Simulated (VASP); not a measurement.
The system is InAs3.

```xyz
4
Lattice="4.6290 0.0000 0.0000 -2.3145 4.0089 0.0000 0.0000 0.0000 4.8855" Properties=species:S:1:pos:R:3 pbc="T T T"
In    0.0000    0.0000    0.0000
As    0.0000    0.0000    2.4427
As    0.0000    2.6726    0.0000
As    2.3145    1.3363    0.0000
```

```yaml
Program: VASP 6.6.1
Task: relaxation of cell and atoms
Functional: PBE
Potentials_or_basis: VASP PAW PBE potentials, release 64 (In_d, As)
Cutoff: 500 eV
k_mesh: 6 × 6 × 4
Occupations: gaussian, width 0.1 eV
Spin: no spin polarisation
```

At the start: pressure 19.4 GPa; volume 22.66 Å³/atom.

Question: Where does the relaxation end?

Answer: Over 5 steps the energy falls by 305.0 meV/atom and the volume is 29.02 Å³/atom (+28.1 %); space group P6/mmm (No. 191, to 0.1 Å) before and after.

The path:
```csv
step,energy change (eV),largest force (eV/Å),pressure (GPa),volume (Å³)
1,0.0000,0.0000,19.43,90.66
2,-0.9653,0.0000,-4.22,131.66
3,-1.2136,0.0000,0.28,115.13
4,-1.2138,0.0000,0.08,115.66
5,-1.2200,0.0000,-0.01,116.09
```

Final structure:
```xyz
4
Lattice="5.0454 0.0000 0.0000 -2.5227 4.3695 0.0000 0.0000 0.0000 5.2659" Properties=species:S:1:pos:R:3 pbc="T T T"
In    0.0000    0.0000    0.0000
As    0.0000    0.0000    2.6330
As    0.0000    2.9130    0.0000
As    2.5227    1.4565    0.0000
```

Caveat: the volume moved by over 15 % at a fixed basis, so the end points are rough.
